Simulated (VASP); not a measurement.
A run of VASP 6.6.1 is set up as follows.

The input INCAR:

```
SYSTEM = Zn
PREC = Accurate
ENCUT = 520
EDIFF = 1E-6
ISMEAR = -1
SIGMA = 0.05
LREAL = .False.
LASPH = .True.
NELM = 60
ALGO = Normal
ISIF = 2
LWAVE = .False.
LCHARG = .False.
GGA = PS
NBANDS = 25
```

KPOINTS

```
regular mesh
0
Gamma
  10 10 3
  0 0 0
```

The input POSCAR:

```
Zn
1.0
    2.2681701736     -1.3084870100      0.0000000000
    2.2681701736      1.3084870100      0.0000000000
   -1.5917165425      0.0000000000      7.5924245196
Zn
3
Direct
    0.7780178600      0.7780178600      0.3345049800
    0.2219821400      0.2219821400      0.6654950200
    0.0000000000      0.0000000000      0.0000000000
```

Potentials or basis: VASP PAW PBE potentials, release 64 (Zn).

Launch:

```bash
$ cat potpaw_PBE.64/Zn/POTCAR > POTCAR
$ mpirun -np 1 vasp_std > vasp.out
```

Problem. Predict the largest force.

Solution. 0.009 eV/Å.

Problem. Estimate the pressure.

Solution. -3.3 GPa.

Problem. Estimate the band gap on the k mesh.

Solution. Zero (bands 18 and 19 overlap by 3.91 eV).

Stress tensor (GPa, compression positive):
```
-2.12  0.00 -0.21
 0.00 -2.34  0.00
-0.21  0.00 -5.32
```

Caveat: the cell stands under tension; the PAW data sets were made with another functional, which shifts forces and pressure a little.
